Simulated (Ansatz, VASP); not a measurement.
# One calculation of SrCo2, two programs

```
Sr Co
1.0
     3.87072    0.00000    0.00000
    -1.93536    3.35214    0.00000
     0.00000    0.00000    4.74011
Sr Co
1 2
Direct
  0.00000 0.00000 0.00000
  0.33333 0.66667 0.50000
  0.66667 0.33333 0.50000
```

Alike in both runs: functional PBE; k mesh 6 × 6 × 4; occupations gaussian, width 0.1 eV; collinear spin.

Ansatz relaxed the structure, and its values are those at the end. VASP's run is a single point on that final structure, the one shown.

```csv
,VASP,Ansatz
version,VASP 6.6.1,Ansatz 0.2.0
potentials or method,"VASP PAW PBE potentials, release 64 (Sr_sv, Co), cutoff 520 eV","scalar-relativistic, plane waves, PAW"
valence electrons in the cell,28,44
```

Ansatz gave:

* gap on the k mesh at the Fermi level (eV): none
* pressure (GPa): 0.0
* net moment per atom (μB): 0.70
* size of the moment on the site where the two differ most (μB): 1.28

**Question.** What did VASP give for the same quantities?

**Answer.** gap on the k mesh at the Fermi level (eV): none; pressure (GPa): 0.0; net moment per atom (μB): 0.70; size of the moment on the site where the two differ most (μB): 1.25.

Site moments also hang on the region over which each program counts them. A gap of «none» marks a metal or a gap that the smearing closes. VASP's potentials hold 28 valence electrons a cell and Ansatz's 44, so a difference there can come from the potentials and not from the codes.
